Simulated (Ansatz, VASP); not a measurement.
**WC: VASP beside Ansatz**

INCAR

```
SYSTEM = WC
ALGO     = Normal         ! electronic algorithm
EDIFF    = 1E-6           ! SCF threshold, eV
ENCUT    = 520            ! plane-wave cutoff, eV
GGA      = PS             ! functional
ISIF     = 2              ! what is computed and relaxed
ISMEAR   = 0              ! smearing method
LASPH    = .TRUE.         ! aspherical terms in the spheres
LCHARG   = .FALSE.        ! write CHGCAR
LREAL    = .FALSE.        ! projectors in reciprocal space
LWAVE    = .FALSE.        ! write WAVECAR
NBANDS   = 16             ! bands
NELM     = 80             ! most SCF steps
PREC     = Accurate       ! precision mode
SIGMA    = 0.1            ! smearing width, eV
```

KPOINTS

```
k-points
0
G
  24 24 18
  0 0 0
```

POSCAR

```
WC
1.0
    2.9260757007      0.0000000000      0.0000000000
   -1.4630378503      2.5340558902      0.0000000000
    0.0000000000      0.0000000000      2.7005077970
W C
1 1
Direct
    0.0000000007     -0.0000000007      0.0000000000
    0.6666666659      0.3333333341      0.5000000000
```

Input for Ansatz:

```yaml
crystal:
  lattice:
    - [2.9260757007, 0.0, 0.0]
    - [-1.4630378503, 2.5340558902, 0.0]
    - [0.0, 0.0, 2.700507797]
  atoms:
    - { symbol: W, position: [7.0e-10, -7.0e-10, 0.0] }
    - { symbol: C, position: [0.6666666659, 0.3333333341, 0.5] }
kpoints:
  mp_grid: { grid: [24, 24, 18] }
hamiltonian:
  xc: pbesol
scf:
  occupations: { method: gaussian, width: 0.1 }
  eigensolver: { kind: davidson }
output:
  forces: true
  eigenvalues: true
  stress: true
```

Alike in both runs: task single point; functional PBEsol; k mesh 24 × 24 × 18; occupations gaussian, width 0.1 eV; no spin polarisation.

```csv
,VASP,Ansatz
version,VASP 6.6.1,Ansatz 0.2.0
potentials or method,"VASP PAW PBE potentials, release 64 (W_sv, C)","scalar-relativistic, plane waves, PAW"
plane-wave cutoff (eV),520,420
valence electrons in the cell,18,18
```

Ansatz gave:

* gap on the k mesh at the Fermi level (eV): none
* pressure (GPa): 15.4
* traceless stress, the component that is largest in VASP (GPa): 30.73

Problem. What did VASP give for the same quantities?

Solution. gap on the k mesh at the Fermi level (eV): none; pressure (GPa): 16.9; traceless stress, the component that is largest in VASP (GPa): 31.12.

VASP's potentials were made for PBE, not for PBEsol. A gap of «none» marks a metal or a gap that the smearing closes. The functional is the same, so the differences come from potentials, cutoffs and numerics.

Neither program's run includes spin-orbit coupling.
